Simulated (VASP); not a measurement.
# Na2Ru (P4/mmm) in VASP: single point with PBE

Aim: the single point of Na2Ru with PBE.

Everything below comes from runs of VASP 6.6.1. Logs are shortened: lines on timing, memory, paths and dates and some standing lists are left out, and cuts for length are marked.

### 1 The cell of the first run

It takes space group P4/mmm (No. 123, tetragonal). Conventional cell: a = 2.701 Å, b = 2.701 Å, c = 8.301 Å, α = 90.00°, β = 90.00°, γ = 90.00°. Within 3.6 Å of Na (site symmetry 4mm) lie 5 Na at 2.70 to 3.45 Å and 4 Ru at 3.09 Å. Ru (site symmetry 4/mmm) has 4 Ru at 2.70 Å and 8 Na at 3.09 Å within 3.6 Å.

### 2 Single point, PBE, collinear spin, ferromagnetic start

The input, INCAR:

```
SYSTEM = Na2Ru
PREC = Accurate
ENCUT = 520
EDIFF = 1E-6
ISMEAR = 0
SIGMA = 0.1
LREAL = .False.
LASPH = .True.
NELM = 150
ALGO = Normal
ISIF = 2
LWAVE = .False.
LCHARG = .False.
ISPIN = 2
MAGMOM = 0 0 0.39
LORBIT = 11
LMAXMIX = 4
GGA = PE
NBANDS = 25
```

The input, KPOINTS:

```
regular mesh
0
Gamma
  16 16 6
  0 0 0
```

The input, POSCAR:

```
Na2Ru
1.0
    2.7010986347      0.0000000000      0.0000000000
    0.0000000000      2.7010986347      0.0000000000
    0.0000000000      0.0000000000      8.3013171245
Na Ru
2 1
Direct
    0.0000000000      0.0000000000      0.7921549736
    0.0000000000      0.0000000000      0.2078450264
    0.5000000000      0.5000000000      0.5000000000
```

Potentials or basis: VASP PAW PBE potentials, release 64 (Na_pv, Ru_pv).

Run with:

```console
cat potpaw_PBE.64/Na_pv/POTCAR potpaw_PBE.64/Ru_pv/POTCAR > POTCAR
mpirun -np 1 vasp_std > vasp.out
```

OUTCAR:

```text
SYSTEM = Na2Ru
   PREC = Accurate
   ENCUT = 520
   EDIFF = 1E-6
   ISMEAR = 0
   LREAL = .False.
   LASPH = .True.
   NELM = 150
   ISIF = 2
   ISPIN = 2
   LORBIT = 11
   GGA = PE

 ion  position               nearest neighbor table
   1  0.000  0.000  0.792-
   2  0.000  0.000  0.208-
   3  0.500  0.500  0.500-

  LATTYP: Found a simple tetragonal cell.
 ALAT       =     2.7010986347
 C/A-ratio  =     3.0733113622

  Lattice vectors:

 A1 = (   2.7010986347,   0.0000000000,   0.0000000000)
 A2 = (   0.0000000000,   2.7010986347,   0.0000000000)
 A3 = (   0.0000000000,   0.0000000000,   8.3013171245)

Analysis of symmetry for initial positions (statically):
=====================================================================
 Subroutine PRICEL returns:
 Original cell was already a primitive cell.

 Routine SETGRP: Setting up the symmetry group for a
 simple tetragonal supercell.

 Subroutine GETGRP returns: Found 16 space group operations
 (whereof 16 operations were pure point group operations)
 out of a pool of 16 trial point group operations.

The static configuration has the point symmetry D_4h.

Analysis of symmetry for dynamics (positions and initial velocities):
=====================================================================
 Subroutine PRICEL returns:
 Original cell was already a primitive cell.

 Routine SETGRP: Setting up the symmetry group for a
 simple tetragonal supercell.

 Subroutine GETGRP returns: Found 16 space group operations
 (whereof 16 operations were pure point group operations)
 out of a pool of 16 trial point group operations.

The dynamic configuration has the point symmetry D_4h.

Analysis of structural, dynamic, and magnetic symmetry:
=====================================================================
 Subroutine PRICEL returns:
 Original cell was already a primitive cell.

 Routine SETGRP: Setting up the symmetry group for a
 simple tetragonal supercell.

 Subroutine GETGRP returns: Found 16 space group operations
 (whereof 16 operations were pure point group operations)
 out of a pool of 16 trial point group operations.

The overall configuration has the point symmetry D_4h.

 Subroutine INISYM returns: Found 16 space group operations
[... 111 lines left out ...]
   NUPDOWN=      -1.0000    fix difference up-down
   EMIN   =  10.00;   EMAX   =-10.00  energy-range for DOS
   EFERMI =   0.00;   METHOD = LEGACY
   ISMEAR =     0;   SIGMA  =   0.10  broadening in eV -4-tet -1-fermi 0-gaus
   EFERMI_NEDOS =   21; number of points for ismear=-14 and -15
   IALGO  =     38    algorithm
   IMIX   =      4    mixing-type and parameters
     AMIX     =   0.40;   BMIX     =  1.00
     AMIX_MAG =   1.60;   BMIX_MAG =  1.00
  volume/ion in A,a.u.               =      20.19       136.24
  Fermi-wavevector in a.u.,A,eV,Ry     =   1.265858  2.392124 21.801916  1.602396
  Thomas-Fermi vector in A             =   2.399089
   LORBIT       =     11    0 simple, 1 ext, 2 COOP (PROOUT), +10 PAW based schemes
   GGA     = PE    functional components
   LHFCALC =     F    Hartree Fock is set to
   AEXX    =    0.0000 exact exchange contribution
   IVDW    =     0    specifies the selected vdW correction
   LEPSILON=     F    determine dielectric tensor
   LRPA    =     F    only Hartree local field effects (RPA)
 spin polarized calculation
 Gauss-broadening in eV      SIGMA  =   0.10
  energy-cutoff  :      520.00
  volume of cell :       60.57
 maximum number of plane-waves:      1658
   NGX = 11   NGY = 11   NGZ = 31

 number of electron      27.9999980 magnetization       0.2430850

 Free energy of the ion-electron system (eV)
  ---------------------------------------------------
  ext. energy  EPLUGINS =         0.00000000
  ---------------------------------------------------
  free energy    TOTEN  =        -9.78196001 eV

  energy without entropy =       -9.76969779  energy(sigma->0) =       -9.77582890

 E-fermi :   3.9800     XC(G=0):  -9.3437

 val. band max:        3.9759752268   @ k =   0.3750   0.1250   0.0000
 cond. band min:       3.9834293596   @ k =   0.2500   0.1875   0.3333
 fundamental gap:      0.0074541328
 Fermi energy:         3.9799995343

 spin component 1

 k-point     1 :       0.0000    0.0000    0.0000
  band No.  band energies     occupation
      1     -38.2051      1.00000
      2     -38.2051      1.00000
      3     -38.1596      1.00000
      4     -20.6401      1.00000
      5     -20.6102      1.00000
      6     -20.5488      1.00000
[... 661 lines left out ...]
     24      15.3645      0.00000
     25      15.7482      0.00000

 [... further k-points ...]

 spin component 2

 k-point     1 :       0.0000    0.0000    0.0000
  band No.  band energies     occupation
      1     -38.0099      1.00000
      2     -37.9935      1.00000
      3     -37.9935      1.00000
      4     -20.6420      1.00000
      5     -20.6120      1.00000
      6     -20.5498      1.00000
[... 661 lines left out ...]
     24      15.6663      0.00000
     25      15.7623      0.00000

 [... further k-points ...]
[... 5 lines left out ...]
  --------------------------------------------------------------------------------------
  -------------------------------------------------------------------------------------
  Total        0.0185257      0.0185257      0.0060754      0.0000000      0.0000000     -0.0000000
  in kB        0.4900679      0.4900679      0.1607162      0.0000000      0.0000000     -0.0000000
  external PRESSURE =       0.3802840 kB  Pullay stress =       0.0000000 kB

 VOLUME and BASIS-vectors are now :
 -----------------------------------------------------------------------------
  energy-cutoff  :      520.00
  volume of cell :       60.57
      direct lattice vectors                 reciprocal lattice vectors
     2.701098635  0.000000000  0.000000000     0.370219727  0.000000000  0.000000000
     0.000000000  2.701098635  0.000000000     0.000000000  0.370219727  0.000000000
     0.000000000  0.000000000  8.301317125     0.000000000  0.000000000  0.120462812

 POSITION                                       TOTAL-FORCE (eV/Angst)
 -----------------------------------------------------------------------------------
      0.00000      0.00000      6.57593         0.000000     -0.000000      0.003347
      0.00000      0.00000      1.72539        -0.000000      0.000000     -0.003347
      1.35055      1.35055      4.15066         0.000000      0.000000      0.000000
 -----------------------------------------------------------------------------------
    total drift:                               -0.000000      0.000000      0.000000

  FREE ENERGIE OF THE ION-ELECTRON SYSTEM (eV)
  ---------------------------------------------------
  free  energy   TOTEN  =        -9.7819600141 eV

  energy  without entropy=       -9.7696977878  energy(sigma->0) =       -9.77582890

 total charge

# of ion       s       p       d       tot
------------------------------------------
    1        0.123   6.000   0.000   6.123
    2        0.123   6.000   0.000   6.123
    3        0.364   6.115   5.974  12.453
--------------------------------------------------
tot          0.611  18.114   5.974  24.699

 magnetization (x)

# of ion       s       p       d       tot
------------------------------------------
    1       -0.001  -0.001   0.000  -0.002
    2       -0.001  -0.001   0.000  -0.002
    3        0.004   0.001   0.242   0.247
--------------------------------------------------
tot          0.002  -0.001   0.242   0.244
```

OSZICAR:

```text
N       E                     dE             d eps       ncg     rms          rms(c)
DAV:   1     0.301549649466E+03    0.30155E+03   -0.15244E+04 18092   0.130E+03
DAV:   2     0.321974692051E+01   -0.29833E+03   -0.28616E+03 18386   0.400E+02
DAV:   3    -0.102614797150E+02   -0.13481E+02   -0.13321E+02 21666   0.931E+01
DAV:   4    -0.104699707530E+02   -0.20849E+00   -0.20820E+00 20830   0.119E+01
DAV:   5    -0.104753595129E+02   -0.53888E-02   -0.53665E-02 23630   0.186E+00    0.547E+00
DAV:   6    -0.986533013183E+01    0.61003E+00   -0.11547E+00 20326   0.524E+00    0.213E+00
DAV:   7    -0.980273264429E+01    0.62597E-01   -0.35585E-01 22064   0.329E+00    0.980E-01
DAV:   8    -0.978530319464E+01    0.17429E-01   -0.13035E-01 21326   0.121E+00    0.490E-01
DAV:   9    -0.978223804114E+01    0.30652E-02   -0.60701E-03 21671   0.385E-01    0.266E-01
DAV:  10    -0.978197463319E+01    0.26341E-03   -0.46486E-04 23139   0.163E-01    0.807E-02
DAV:  11    -0.978195842932E+01    0.16204E-04   -0.77405E-05 23070   0.563E-02    0.274E-02
DAV:  12    -0.978196028719E+01   -0.18579E-05   -0.97270E-06 22212   0.209E-02    0.118E-02
DAV:  13    -0.978196001414E+01    0.27305E-06   -0.31947E-06 17436   0.104E-02
   1 F= -.97819600E+01 E0= -.97758289E+01  d E =-.122622E-01  mag=     0.2426
```

It took 5.6 min on 1 thread of Intel Xeon Platinum 8488C (Sapphire Rapids), shared host; peak memory 0.47 GiB.

What came out:

| Property | Result |
| --- | --- |
| Free energy | -9.7820 eV |
| Pressure | 0.0 GPa |
| Largest force | 0.003 eV/Å |
| Net moment | 0.24 μB per cell |
| Site moments | Na -0.00; Ru +0.25 μB |
| Valence electrons inside the program's atomic spheres | Na 6.12; Ru 12.45 |

Forces in eV/Å, atoms in the order of the input:
```
Na   0.000  0.000  0.003
Na   0.000  0.000 -0.003
Ru   0.000  0.000  0.000
```

Levels at points of the mesh, in eV from the Fermi level:
Spin up:
| k point | band 10 | band 11 | band 12 | band 13 | band 14 | band 15 | band 16 | band 17 | band 18 | band 19 |
| --- | --- | --- | --- | --- | --- | --- | --- | --- | --- | --- |
| (0.00, 0.00, 0.00) | -5.30 | -3.70 | -3.42 | -2.04 | -1.47 | 0.26 | 0.26 | 1.11 | 3.93 | 6.16 |
| (0.50, 0.00, 0.00) | -3.18 | -3.05 | -1.33 | -0.66 | 0.56 | 0.65 | 1.85 | 2.24 | 2.95 | 5.15 |
| (0.50, 0.50, 0.00) | -4.15 | -2.13 | -2.13 | -0.33 | 2.58 | 5.24 | 5.24 | 5.51 | 5.70 | 7.08 |
| (0.00, 0.00, 0.50) | -5.19 | -3.70 | -3.51 | -2.86 | 0.20 | 0.26 | 0.26 | 1.11 | 2.03 | 8.12 |
| (0.50, 0.00, 0.50) | -3.18 | -3.06 | -1.28 | -0.66 | 0.56 | 0.78 | 1.08 | 2.62 | 3.94 | 4.36 |
| (0.50, 0.50, 0.50) | -4.14 | -2.13 | -2.13 | -0.32 | 2.58 | 4.79 | 5.38 | 5.38 | 6.57 | 6.57 |
Spin down:
```csv
k point,band 10,band 11,band 12,band 13,band 14,band 15,band 16,band 17,band 18,band 19
"(0.00, 0.00, 0.00)",-5.25,-3.58,-3.37,-2.05,-1.43,0.44,0.44,1.42,3.94,6.17
"(0.50, 0.00, 0.00)",-3.06,-2.92,-1.26,-0.36,0.66,0.75,1.86,2.23,2.95,5.24
"(0.50, 0.50, 0.00)",-3.93,-1.98,-1.98,-0.23,2.71,5.26,5.26,5.51,5.68,7.09
"(0.00, 0.00, 0.50)",-5.14,-3.58,-3.52,-2.78,0.20,0.44,0.44,1.42,2.05,8.12
"(0.50, 0.00, 0.50)",-3.06,-2.93,-1.20,-0.36,0.75,0.81,1.07,2.61,4.00,4.36
"(0.50, 0.50, 0.50)",-3.93,-1.98,-1.98,-0.22,2.71,4.77,5.41,5.41,6.56,6.56
```
